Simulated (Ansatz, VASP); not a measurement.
## Two plane-wave programs on CdSbAu2Cl6

```
Au Sb Cd Cl
1.0
     0.00000    5.01603    5.01603
     5.01603    0.00000    5.01603
     5.01603    5.01603    0.00000
Au Sb Cd Cl
2 1 1 6
Direct
  0.25000 0.25000 0.25000
  0.75000 0.75000 0.75000
  0.00000 0.00000 0.00000
  0.50000 0.50000 0.50000
  0.75373 0.24627 0.24627
  0.24627 0.75373 0.24627
  0.24627 0.75373 0.75373
  0.75373 0.24627 0.75373
  0.24627 0.24627 0.75373
  0.75373 0.75373 0.24627
```

Alike in both runs: task single point; functional PBE; k mesh 6 × 6 × 6; occupations fermi-dirac, width 0.0294 eV; no spin polarisation.

|  | VASP | Ansatz |
| --- | --- | --- |
| version | VASP 6.6.1 | Ansatz 0.2.0 |
| potentials or method | VASP PAW PBE potentials, release 64 (Au, Sb, Cd, Cl), cutoff 520 eV | PAW plane waves |
| valence electrons in the cell | 81 | 115 |

```tsv
	VASP	Ansatz	Ansatz less VASP
pressure (GPa)	6.2	6.2	+0.02
rms of the force components (eV/Å)	0.433	0.459	+0.0263
```

Atom by atom the forces differ by 0.026 eV/Å (rms over components). VASP's potentials hold 81 valence electrons a cell and Ansatz's 115, so a difference there can come from the potentials and not from the codes.

Spin-orbit coupling is off throughout.
